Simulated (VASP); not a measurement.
# Co (P6_3/mmc) in VASP: a series of runs

Co is run at these levels: PBEsol; tasks: single point.

All numbers are computed with VASP 6.6.1; they aren't measurements. Logs are shortened: lines on timing, memory, paths and dates and some standing lists are left out, and cuts for length are marked.

## (1) The cell of the first run

Symmetry: P6_3/mmc, No. 194, hexagonal system. The conventional cell has a = 2.472 Å, b = 2.472 Å, c = 4.021 Å, α = 90.00°, β = 90.00°, γ = 120.00°. Within 3.3 Å of Co (site symmetry -6m2) lie 12 Co at 2.47 Å.

## (2) Single point, PBEsol, collinear spin, ferrimagnetic start

INCAR reads:

```
PREC     = Accurate       # precision mode
ENCUT    = 520            # plane-wave cutoff, eV
EDIFF    = 1E-6           # SCF threshold, eV
ISMEAR   = -1             # smearing method
SIGMA    = 0.05           # smearing width, eV
LREAL    = False          # projectors in reciprocal space
LASPH    = True           # aspherical terms in the spheres
NELM     = 150            # most SCF steps
ALGO     = Normal         # electronic algorithm
ISIF     = 2              # what is computed and relaxed
LWAVE    = False          # write WAVECAR
LCHARG   = False          # write CHGCAR
ISPIN    = 2              # spin polarisation
MAGMOM   = 2 -1           # initial moments
LORBIT   = 11             # projections on sites
LMAXMIX  = 4              # l up to which the mixer works
GGA      = PS             # functional
NBANDS   = 20             # bands
```

KPOINTS reads:

```
Automatic mesh
0
Gamma
  12 12 7
```

POSCAR reads:

```
Co
1.0
    2.4719999032      0.0000000000      0.0000000000
   -1.2359999516      2.1408147143      0.0000000000
    0.0000000000      0.0000000000      4.0211440800
Co
2
Direct
    0.6666666667      0.3333333333      0.7500000000
    0.3333333333      0.6666666667      0.2500000000
```

Potentials or basis: VASP PAW PBE potentials, release 64 (Co).

Command:

```
$ cat potpaw_PBE.64/Co/POTCAR > POTCAR
$ mpirun -np 1 vasp_std > vasp.out
```

OUTCAR:

```text
PREC = Accurate
   ENCUT = 520
   EDIFF = 1E-6
   ISMEAR = -1
   LREAL = False
   LASPH = True
   NELM = 150
   ISIF = 2
   ISPIN = 2
   LORBIT = 11
   GGA = PS

 ion  position               nearest neighbor table
   1  0.667  0.333  0.750-   2 2.47   2 2.47   2 2.47   2 2.47   2 2.47   2 2.47
   2  0.333  0.667  0.250-   1 2.47   1 2.47   1 2.47   1 2.47   1 2.47   1 2.47

  LATTYP: Found a hexagonal cell.
 ALAT       =     2.4719999032
 C/A-ratio  =     1.6266764715

  Lattice vectors:

 A1 = (   2.4719999032,   0.0000000000,   0.0000000000)
 A2 = (  -1.2359999516,   2.1408147143,   0.0000000000)
 A3 = (   0.0000000000,   0.0000000000,   4.0211440800)

Analysis of symmetry for initial positions (statically):
=====================================================================
 Subroutine PRICEL returns:
 Original cell was already a primitive cell.

 Routine SETGRP: Setting up the symmetry group for a
 hexagonal supercell.

 Subroutine GETGRP returns: Found 24 space group operations
 (whereof 12 operations were pure point group operations)
 out of a pool of 24 trial point group operations.

The static configuration has the point symmetry D_3d.
 The point group associated with its full space group is D_6h.

Analysis of symmetry for dynamics (positions and initial velocities):
=====================================================================
 Subroutine PRICEL returns:
 Original cell was already a primitive cell.

 Routine SETGRP: Setting up the symmetry group for a
 hexagonal supercell.

 Subroutine GETGRP returns: Found 24 space group operations
 (whereof 12 operations were pure point group operations)
 out of a pool of 24 trial point group operations.

The dynamic configuration has the point symmetry D_3d.
 The point group associated with its full space group is D_6h.

Analysis of structural, dynamic, and magnetic symmetry:
=====================================================================
 Subroutine PRICEL returns:
 Original cell was already a primitive cell.

 Routine SETGRP: Setting up the symmetry group for a
 hexagonal supercell.

 Subroutine GETGRP returns: Found 12 space group operations
 (whereof  6 operations were pure point group operations)
 out of a pool of 24 trial point group operations.

The overall configuration has the point symmetry C_3v.
 The point group associated with its full space group is D_3h.

[... 116 lines left out ...]
   IMIX   =      4    mixing-type and parameters
     AMIX     =   0.40;   BMIX     =  1.00
     AMIX_MAG =   1.60;   BMIX_MAG =  1.00
  volume/ion in A,a.u.               =      10.64        71.80
  Fermi-wavevector in a.u.,A,eV,Ry     =   1.548246  2.925761 32.614055  2.397065
  Thomas-Fermi vector in A             =   2.653224
   LORBIT       =     11    0 simple, 1 ext, 2 COOP (PROOUT), +10 PAW based schemes
   GGA     = PS    functional components
   LHFCALC =     F    Hartree Fock is set to
   AEXX    =    0.0000 exact exchange contribution
   IVDW    =     0    specifies the selected vdW correction
   LEPSILON=     F    determine dielectric tensor
   LRPA    =     F    only Hartree local field effects (RPA)
 spin polarized calculation
  energy-cutoff  :      520.00
  volume of cell :       21.28
 maximum number of plane-waves:       585
   NGX =  9   NGY =  9   NGZ = 15

 number of electron      17.9999990 magnetization       0.0030367

 number of electron      17.9999990 magnetization      -0.0008914

 Free energy of the ion-electron system (eV)
  ---------------------------------------------------
  ext. energy  EPLUGINS =         0.00000000
  ---------------------------------------------------
  free energy    TOTEN  =       -15.05520213 eV

  energy without entropy =      -15.00695829  energy(sigma->0) =      -15.03108021

 E-fermi :  10.3262     XC(G=0): -13.7095

 val. band max:       10.3241507155   @ k =   0.5000   0.0000   0.2857
 cond. band min:      10.3280205457   @ k =   0.1667   0.0833   0.4286
 fundamental gap:      0.0038698302
 Fermi energy:        10.3261620263

 spin component 1

 k-point     1 :       0.0000    0.0000    0.0000
  band No.  band energies     occupation
      1       1.2815      1.00000
      2       5.5127      1.00000
      3       8.2536      1.00000
      4       8.2536      1.00000
      5       8.4060      1.00000
      6       9.0897      1.00000
[... 541 lines left out ...]
     19      33.8690      0.00000
     20      35.5509      0.00000

 [... further k-points ...]

 spin component 2

 k-point     1 :       0.0000    0.0000    0.0000
  band No.  band energies     occupation
      1       1.2815      1.00000
      2       5.5124      1.00000
      3       8.2531      1.00000
      4       8.2531      1.00000
      5       8.4055      1.00000
      6       9.0891      1.00000
[... 541 lines left out ...]
     19      33.8689      0.00000
     20      35.5508      0.00000

 [... further k-points ...]

------------------------ aborting loop because EDIFF is reached ----------------------------------------

  FORCE on cell =-STRESS in cart. coord.  units (eV):
  Direction    XX          YY          ZZ          XY          YZ          ZX
  --------------------------------------------------------------------------------------
  -------------------------------------------------------------------------------------
  Total       -1.8634125     -1.8634125     -2.0966072      0.0000000      0.0000000      0.0000000
  in kB     -140.2950702   -140.2950702   -157.8521485      0.0000000      0.0000000      0.0000000
  external PRESSURE =    -146.1474296 kB  Pullay stress =       0.0000000 kB

 VOLUME and BASIS-vectors are now :
 -----------------------------------------------------------------------------
  energy-cutoff  :      520.00
  volume of cell :       21.28
      direct lattice vectors                 reciprocal lattice vectors
     2.471999903  0.000000000  0.000000000     0.404530760  0.233555943  0.000000000
    -1.235999952  2.140814714  0.000000000     0.000000000  0.467111887  0.000000000
     0.000000000  0.000000000  4.021144080     0.000000000  0.000000000  0.248685444

 POSITION                                       TOTAL-FORCE (eV/Angst)
 -----------------------------------------------------------------------------------
      1.23600      0.71360      3.01586         0.000000     -0.000000      0.000000
     -0.00000      1.42721      1.00529        -0.000000      0.000000     -0.000000
 -----------------------------------------------------------------------------------
    total drift:                                0.000000     -0.000000     -0.000000

  FREE ENERGIE OF THE ION-ELECTRON SYSTEM (eV)
  ---------------------------------------------------
  free  energy   TOTEN  =       -15.0552021255 eV

  energy  without entropy=      -15.0069582856  energy(sigma->0) =      -15.03108021

 total charge

# of ion       s       p       d       tot
------------------------------------------
    1        0.492   0.538   7.277   8.307
    2        0.492   0.538   7.277   8.307
--------------------------------------------------
tot          0.984   1.076  14.555  16.615

 magnetization (x)

# of ion       s       p       d       tot
------------------------------------------
    1       -0.000   0.005   0.753   0.757
    2        0.000  -0.005  -0.754  -0.759
--------------------------------------------------
tot          0.000   0.000  -0.002  -0.002
```

Run time: 72 s. Hardware: 1 thread of Intel Xeon Platinum 8559C (Emerald Rapids), shared host; peak memory 0.16 GiB.

Results:

```
Free energy                                           : -15.0552 eV
Pressure                                              : -14.6 GPa
Band gap on the k mesh                                : zero (filled and empty bands overlap)
Net moment                                            : 0.00 μB per cell
Site moments                                          : Co +0.76, -0.76 μB
Valence electrons inside the program's atomic spheres : Co 8.31
```

Stress tensor (GPa, compression positive):
```
-14.03   0.00   0.00
  0.00 -14.03   0.00
  0.00   0.00 -15.79
```

Caveat: the cell stands under tension; the PAW data sets were made with another functional, which shifts forces and pressure a little.

## (3) Single point, PBEsol, collinear spin, ferrimagnetic start

INCAR reads:

```
PREC = Accurate
ENCUT = 520
EDIFF = 1E-6
ISMEAR = -1
SIGMA = 0.05
LREAL = F
LASPH = T
NELM = 150
ALGO = Fast
ISIF = 2
LWAVE = F
LCHARG = F
ISPIN = 2
MAGMOM = 0.68 -2.21
LORBIT = 11
LMAXMIX = 4
GGA = PS
NBANDS = 20
```

KPOINTS is that of step 2.

POSCAR is that of step 2.

Potentials or basis: VASP PAW PBE potentials, release 64 (Co).

Command:

```
$ cat potpaw_PBE.64/Co/POTCAR > POTCAR
$ mpirun -np 1 vasp_std > vasp.out
```

Wall time 87 s (1 thread of Intel Xeon Platinum 8559C (Emerald Rapids), shared host); peak memory 0.16 GiB.

It converged, with:

```yaml
Free_energy: -15.0552 eV
Pressure: -14.5 GPa
Band_gap_on_the_k_mesh: zero (filled and empty bands overlap)
Net_moment: 0.00 μB per cell
Site_moments: Co +0.76, -0.76 μB
Valence_electrons_inside_the_program's_atomic_spheres: Co 8.31
```

Stress tensor (GPa, compression positive):
```
-13.94   0.00   0.00
  0.00 -13.94   0.00
  0.00   0.00 -15.70
```

Levels at points of the mesh, in eV from the Fermi level:
Spin up:
| k point | band 5 | band 6 | band 7 | band 8 | band 9 | band 10 | band 11 | band 12 | band 13 | band 14 |
| --- | --- | --- | --- | --- | --- | --- | --- | --- | --- | --- |
| (0.00, 0.00, 0.00) | -1.92 | -1.24 | -1.24 | -1.22 | -1.22 | -0.21 | 0.18 | 0.18 | 6.89 | 22.10 |
| (0.50, 0.00, 0.00) | -2.08 | -1.83 | -1.45 | -0.10 | 0.36 | 0.79 | 1.88 | 3.89 | 9.95 | 10.64 |
Spin down:
| k point | band 7 | band 8 | band 9 | band 10 | band 11 | band 12 |
| --- | --- | --- | --- | --- | --- | --- |
| (0.00, 0.00, 0.00) | -1.24 | -1.22 | -1.22 | -0.21 | 0.18 | 0.18 |
| (0.50, 0.00, 0.00) | -1.45 | -0.10 | 0.36 | 0.79 | 1.88 | 3.89 |

Caveat: the cell stands under tension; the PAW data sets were made with another functional, which shifts forces and pressure a little.

## (4) Single point, PBEsol, collinear spin, ferromagnetic start

INCAR reads:

```
PREC     = Accurate       # precision mode
ENCUT    = 520            # plane-wave cutoff, eV
EDIFF    = 1E-6           # SCF threshold, eV
ISMEAR   = -1             # smearing method
SIGMA    = 0.05           # smearing width, eV
LREAL    = F              # projectors in reciprocal space
LASPH    = T              # aspherical terms in the spheres
NELM     = 150            # most SCF steps
ALGO     = Fast           # electronic algorithm
ISIF     = 2              # what is computed and relaxed
LWAVE    = F              # write WAVECAR
LCHARG   = F              # write CHGCAR
ISPIN    = 2              # spin polarisation
MAGMOM   = 3.5 3.5        # initial moments
LORBIT   = 11             # projections on sites
LMAXMIX  = 4              # l up to which the mixer works
GGA      = PS             # functional
NBANDS   = 20             # bands
```

KPOINTS reads:

```
regular mesh
0
Gamma
  12 12 7
```

POSCAR is that of step 3.

Potentials or basis: VASP PAW PBE potentials, release 64 (Co).

Command:

```
$ cat potpaw_PBE.64/Co/POTCAR > POTCAR
$ mpirun -np 1 vasp_std > vasp.out
```

OUTCAR:

```text
PREC = Accurate
   ENCUT = 520
   EDIFF = 1E-6
   ISMEAR = -1
   LREAL = F
   LASPH = T
   NELM = 150
   ISIF = 2
   ISPIN = 2
   LORBIT = 11
   GGA = PS

 ion  position               nearest neighbor table
   1  0.667  0.333  0.750-   2 2.47   2 2.47   2 2.47   2 2.47   2 2.47   2 2.47
   2  0.333  0.667  0.250-   1 2.47   1 2.47   1 2.47   1 2.47   1 2.47   1 2.47

  LATTYP: Found a hexagonal cell.
 ALAT       =     2.4719999032
 C/A-ratio  =     1.6266764715

  Lattice vectors:

 A1 = (   2.4719999032,   0.0000000000,   0.0000000000)
 A2 = (  -1.2359999516,   2.1408147143,   0.0000000000)
 A3 = (   0.0000000000,   0.0000000000,   4.0211440800)

Analysis of symmetry for initial positions (statically):
=====================================================================
 Subroutine PRICEL returns:
 Original cell was already a primitive cell.

 Routine SETGRP: Setting up the symmetry group for a
 hexagonal supercell.

 Subroutine GETGRP returns: Found 24 space group operations
 (whereof 12 operations were pure point group operations)
 out of a pool of 24 trial point group operations.

The static configuration has the point symmetry D_3d.
 The point group associated with its full space group is D_6h.

Analysis of symmetry for dynamics (positions and initial velocities):
=====================================================================
 Subroutine PRICEL returns:
 Original cell was already a primitive cell.

 Routine SETGRP: Setting up the symmetry group for a
 hexagonal supercell.

 Subroutine GETGRP returns: Found 24 space group operations
 (whereof 12 operations were pure point group operations)
 out of a pool of 24 trial point group operations.

The dynamic configuration has the point symmetry D_3d.
 The point group associated with its full space group is D_6h.

Analysis of structural, dynamic, and magnetic symmetry:
[... 153 lines left out ...]
  ---------------------------------------------------
  ext. energy  EPLUGINS =         0.00000000
  ---------------------------------------------------
  free energy    TOTEN  =       -15.46153534 eV

  energy without entropy =      -15.44558418  energy(sigma->0) =      -15.45355976

 E-fermi :  10.3448     XC(G=0): -13.6945

 val. band max:       10.3391007028   @ k =   0.2500   0.0000   0.2857
 cond. band min:      10.3448369115   @ k =   0.2500   0.1667   0.1429
 fundamental gap:      0.0057362086
 Fermi energy:        10.3447759389

 spin component 1

 k-point     1 :       0.0000    0.0000    0.0000
  band No.  band energies     occupation
      1       1.2595      1.00000
      2       5.1031      1.00000
      3       7.6961      1.00000
      4       7.7553      1.00000
      5       7.7553      1.00000
      6       8.0730      1.00000
[... 541 lines left out ...]
     19      33.7547      0.00000
     20      35.3862      0.00000

 [... further k-points ...]

 spin component 2

 k-point     1 :       0.0000    0.0000    0.0000
  band No.  band energies     occupation
      1       1.3241      1.00000
      2       6.0480      1.00000
      3       9.2917      1.00000
      4       9.3548      1.00000
      5       9.3548      1.00000
      6       9.7239      1.00000
[... 541 lines left out ...]
     19      34.1085      0.00000
     20      35.7546      0.00000

 [... further k-points ...]

------------------------ aborting loop because EDIFF is reached ----------------------------------------

  FORCE on cell =-STRESS in cart. coord.  units (eV):
  Direction    XX          YY          ZZ          XY          YZ          ZX
  --------------------------------------------------------------------------------------
  -------------------------------------------------------------------------------------
  Total       -0.7476004     -0.7476004     -1.1204229      0.0000000     -0.0000000      0.0000000
  in kB      -56.2863288    -56.2863288    -84.3558848      0.0000000     -0.0000000      0.0000000
  external PRESSURE =     -65.6428475 kB  Pullay stress =       0.0000000 kB

 VOLUME and BASIS-vectors are now :
 -----------------------------------------------------------------------------
  energy-cutoff  :      520.00
  volume of cell :       21.28
      direct lattice vectors                 reciprocal lattice vectors
     2.471999903  0.000000000  0.000000000     0.404530760  0.233555943  0.000000000
    -1.235999952  2.140814714  0.000000000     0.000000000  0.467111887  0.000000000
     0.000000000  0.000000000  4.021144080     0.000000000  0.000000000  0.248685444

 POSITION                                       TOTAL-FORCE (eV/Angst)
 -----------------------------------------------------------------------------------
      1.23600      0.71360      3.01586        -0.000000      0.000000      0.000000
     -0.00000      1.42721      1.00529         0.000000      0.000000      0.000000
 -----------------------------------------------------------------------------------
    total drift:                                0.000000     -0.000000     -0.000000

  FREE ENERGIE OF THE ION-ELECTRON SYSTEM (eV)
  ---------------------------------------------------
  free  energy   TOTEN  =       -15.4615353418 eV

  energy  without entropy=      -15.4455841767  energy(sigma->0) =      -15.45355976

 total charge

# of ion       s       p       d       tot
------------------------------------------
    1        0.497   0.542   7.271   8.310
    2        0.497   0.542   7.271   8.310
--------------------------------------------------
tot          0.994   1.084  14.542  16.619

 magnetization (x)

# of ion       s       p       d       tot
------------------------------------------
    1       -0.015  -0.050   1.668   1.603
    2       -0.015  -0.050   1.668   1.603
--------------------------------------------------
tot         -0.029  -0.101   3.336   3.206
```

It took 68 s on 1 thread of Intel Xeon Platinum 8559C (Emerald Rapids), shared host; peak memory 0.16 GiB.

What came out:

- Free energy: -15.4615 eV
- Pressure: -6.6 GPa
- Net moment: 3.18 μB per cell
- Site moments: Co +1.60 μB
- Valence electrons inside the program's atomic spheres: Co 8.31

Caveat: the cell stands under tension; the PAW data sets were made with another functional, which shifts forces and pressure a little.

## (5) Single point, PBEsol, non-collinear spin, typed start

INCAR reads:

```
SYSTEM = Co
PREC = Accurate
ENCUT = 520
EDIFF = 1E-7
ISMEAR = -1
SIGMA = 0.05
LREAL = .FALSE.
LASPH = .TRUE.
NELM = 150
ALGO = Normal
ISIF = 2
LWAVE = .FALSE.
LCHARG = .FALSE.
LNONCOLLINEAR = .TRUE.
MAGMOM = 0.641 0.024 0.225 2.11 -0.426 0.499
LORBIT = 11
LMAXMIX = 4
GGA = PS
NBANDS = 30
```

KPOINTS reads:

```
regular mesh
0
G
  9 9 5
  0 0 0
```

POSCAR is that of step 4.

Command:

```
$ cat potpaw_PBE.64/Co/POTCAR > POTCAR
$ mpirun -np 1 vasp_ncl > vasp.out
```

Wall time 18 min (1 thread of Intel Xeon Platinum 8559C (Emerald Rapids), shared host); peak memory 0.44 GiB.

It converged, with:

- Free energy: -15.4681 eV
- Pressure: -7.5 GPa
- Band gap on the k mesh: zero (bands 18 and 19 overlap by 2.07 eV)
- Net moment: 3.06 μB per cell
- Valence electrons inside the program's atomic spheres: Co 8.31

Stress tensor (GPa, compression positive):
```
-7.20  0.00  0.00
 0.00 -7.20  0.00
 0.00  0.00 -8.17
```

Levels at points of the mesh, in eV from the Fermi level:
```tsv
k point	band 15	band 16	band 17	band 18	band 19	band 20
(0.00, 0.00, 0.00)	-0.76	-0.76	-0.67	-0.67	-0.22	-0.22
```

Moments on the atoms (μB; x, y, z):
```
Co   1.48 -0.20  0.40
Co   1.48 -0.20  0.40
```

Caveat: the cell stands under tension; the PAW data sets were made with another functional, which shifts forces and pressure a little.

## (6) Summary

```csv
spin,k mesh,gap on the mesh (eV),pressure (GPa),moment (μB)
"collinear, ferrimagnetic start",12 × 12 × 7,none,-14.5,0.00
"collinear, ferromagnetic start",12 × 12 × 7,none,-6.6,3.18
"non-collinear, typed start",9 × 9 × 5,none,-7.5,3.06
```

Alike in all rows: task single point; level PBEsol; potentials or basis VASP PAW PBE potentials, release 64 (Co); cell as given; cutoff (eV) 520; smearing fermi-dirac 0.05 eV.

Caveats: the cell stands under tension; the PAW data sets were made with another functional, which shifts forces and pressure a little.

Total energies depend on the potentials used, so only differences within one code and one set of settings carry meaning.
